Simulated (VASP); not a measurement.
A run of VASP 6.6.1:

INCAR

```
  PREC = Accurate
  ENCUT = 520
  EDIFF = 1E-7
  ISMEAR = -1
  SIGMA = 0.06122561905347299
  LREAL = F
  LASPH = T
  NELM = 60
  ALGO = Normal
  ISIF = 2
  LWAVE = F
  LCHARG = F
  GGA = PE
  NBANDS = 13
```

Contents of KPOINTS:

```
regular mesh
0
Gamma
  13 13 13
```

Contents of POSCAR:

```
Sn
1.0
    0.0000000000      2.3919008879      2.3919008879
    2.3919008879      0.0000000000      2.3919008879
    2.3919008879      2.3919008879      0.0000000000
Sn
1
Direct
    0.0000000000      0.0000000000      0.0000000000
```

Potentials or basis: VASP PAW PBE potentials, release 64 (Sn_d).

The run is started by

```console
$ cat potpaw_PBE.64/Sn_d/POTCAR > POTCAR
$ mpirun -np 1 vasp_std > vasp.out
```

Hardware: 1 thread of Intel(R) Xeon(R) Platinum 8259CL CPU @ 2.50GHz (Skylake/Cascade Lake), on a shared host.

How long does it take, and how much memory?

It took 45 s on 1 thread of Intel(R) Xeon(R) Platinum 8259CL CPU @ 2.50GHz (Skylake/Cascade Lake) (shared host), peak memory 0.17 GiB. Counts: scf iterations 11, k points 84.
